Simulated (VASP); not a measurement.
A run of VASP 6.6.1:

INCAR

```
SYSTEM = NiMoIrPdW
PREC = Accurate
ENCUT = 600
EDIFF = 1E-6
ISMEAR = 0
SIGMA = 0.2
LREAL = .False.
LASPH = .True.
NELM = 200
ALGO = Normal
ISIF = 2
LWAVE = .False.
LCHARG = .False.
ISPIN = 2
MAGMOM = 2 0 0 0 0
LORBIT = 11
LMAXMIX = 4
GGA = PE
NBANDS = 40
GGA_COMPAT = .False.
```

File KPOINTS:

```
regular mesh
0
Gamma
  6 6 2
  0 0 0
```

File POSCAR:

```
NiMoIrPdW
1.0
    1.9438414927     -1.9253654665     -0.0280185551
    1.9438414927      1.9253654665     -0.0280185551
   -1.8119124979      0.0000000000      9.7856425967
Ni Mo Pd Ir W
1 1 1 1 1
Direct
    0.1994754949      0.1994754949      0.4005423140
    0.6079295950      0.6079295950      0.2188752137
    0.7936694103      0.7936694103      0.5875958705
    0.4017892946      0.4017892946      0.8017195098
   -0.0028637947     -0.0028637947     -0.0087329080
```

Potentials or basis: VASP PAW PBE potentials, release 64 (Ni, Mo_sv, Pd, Ir, W_sv).

The run is started by

```bash
$ cat potpaw_PBE.64/Ni/POTCAR potpaw_PBE.64/Mo_sv/POTCAR potpaw_PBE.64/Pd/POTCAR potpaw_PBE.64/Ir/POTCAR potpaw_PBE.64/W_sv/POTCAR > POTCAR
$ mpirun -np 1 vasp_std > vasp.out
```

Hardware: 1 thread of Oxide Virtual Turin-like Processor, on a shared host.

How long does it take, and how much memory?

Run time: 9 min on 1 thread of Oxide Virtual Turin-like Processor (shared host), peak memory 0.33 GiB. Counts: scf iterations 23, k points 26.
